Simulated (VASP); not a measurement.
Here is a VASP 6.6.1 calculation.

Contents of POSCAR:

```
GaSb
1.0
    0.0000000000      3.0658848221      3.0658848221
    3.0658848221      0.0000000000      3.0658848221
    3.0658848221      3.0658848221      0.0000000000
Ga Sb
1 1
Direct
    0.0000000000      0.0000000000      0.0000000000
    0.2500000000      0.2500000000      0.2500000000
```

INCAR.step1

```
SYSTEM = GaSb
PREC = Accurate
ENCUT = 400
EDIFF = 1E-5
ISMEAR = -1
SIGMA = 0.02
LREAL = .False.
LASPH = .True.
NELM = 120
ALGO = Normal
ISIF = 2
LWAVE = .True.
LCHARG = .False.
GGA = PE
NBANDS = 21
GGA_COMPAT = .False.
```

File INCAR.step2:

```
SYSTEM = GaSb
PREC = Accurate
ENCUT = 400
EDIFF = 1E-6
ISMEAR = -1
SIGMA = 0.02
LREAL = .False.
LASPH = .True.
NELM = 120
ALGO = Normal
ISIF = 2
LWAVE = .False.
LCHARG = .False.
GGA = PE
LHFCALC = .True.
AEXX = 0.5
PRECFOCK = Normal
ISTART = 1
NBANDS = 21
GGA_COMPAT = .False.
```

Contents of KPOINTS:

```
Automatic mesh
0
Gamma
  4 4 4
  0 0 0
```

Potentials or basis: VASP PAW PBE potentials, release 64 (Ga_d, Sb_d_GW).

Command:

```console
$ cat potpaw_PBE.64/Ga_d/POTCAR potpaw_PBE.64/Sb_d_GW/POTCAR > POTCAR
$ cp INCAR.step1 INCAR
$ mpirun -np 1 vasp_std > vasp.out
$ cp INCAR.step2 INCAR
$ mpirun -np 1 vasp_std > vasp.out
```

Estimate the band gap on the k mesh.

3.19 eV.

What does it give for the pressure?

-1.9 GPa.

Caveat: the k points lie up to 0.44 Å⁻¹ apart; the PAW data sets were made with another functional, which shifts forces and pressure a little; spin-orbit coupling is left out, which moves the levels of the heavy elements. A k mesh can miss the band edges.
